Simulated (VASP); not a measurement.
A run of VASP 6.6.1:

File POSCAR:

```
SnTe
1.0
    0.0000000000      3.5839840079      3.5839840079
    3.5839840079      0.0000000000      3.5839840079
    3.5839840079      3.5839840079      0.0000000000
Sn Te
1 1
Direct
    0.0000000000      0.0000000000      0.0000000000
    0.2500000000      0.2500000000      0.2500000000
```

File INCAR.step1:

```
ALGO     = Normal         # electronic algorithm
EDIFF    = 1E-5           # SCF threshold, eV
ENCUT    = 550            # plane-wave cutoff, eV
GGA      = PE             # functional
GGA_COMPAT= False        
ISMEAR   = -1             # smearing method
LASPH    = True           # aspherical terms in the spheres
LCHARG   = False          # write CHGCAR
LREAL    = False          # projectors in reciprocal space
LWAVE    = True           # write WAVECAR
NBANDS   = 17             # bands
NELM     = 120            # most SCF steps
PREC     = Accurate       # precision mode
SIGMA    = 0.02           # smearing width, eV
```

The input INCAR.step2:

```
ALGO     = Normal         # electronic algorithm
EDIFF    = 1E-6           # SCF threshold, eV
ENCUT    = 550            # plane-wave cutoff, eV
GGA_COMPAT= False        
ISIF     = 2              # what is computed and relaxed
ISMEAR   = -1             # smearing method
ISTART   = 1            
LASPH    = True           # aspherical terms in the spheres
LCHARG   = False          # write CHGCAR
LMIXTAU  = True         
LREAL    = False          # projectors in reciprocal space
LWAVE    = False          # write WAVECAR
METAGGA  = R2SCAN         # meta-GGA
NBANDS   = 17             # bands
NELM     = 120            # most SCF steps
PREC     = Accurate       # precision mode
SIGMA    = 0.02           # smearing width, eV
```

Contents of KPOINTS:

```
k-points
0
Gamma
  6 6 6
```

Potentials or basis: VASP PAW PBE potentials, release 64 (Sn_d, Te).

Launch:

```console
$ cat potpaw_PBE.64/Sn_d/POTCAR potpaw_PBE.64/Te/POTCAR > POTCAR
$ cp INCAR.step1 INCAR
$ mpirun -np 1 vasp_std > vasp.out
$ cp INCAR.step2 INCAR
$ mpirun -np 1 vasp_std > vasp.out
```

Hardware: 1 thread of AMD EPYC 9R45 96-Core Processor (Zen 5), with other jobs on the host.

Question: How long does it take, and how much memory?

Answer: It took 72 s on 1 thread of AMD EPYC 9R45 96-Core Processor (Zen 5) (shared host), peak memory 0.23 GiB. Counts: k points 16.
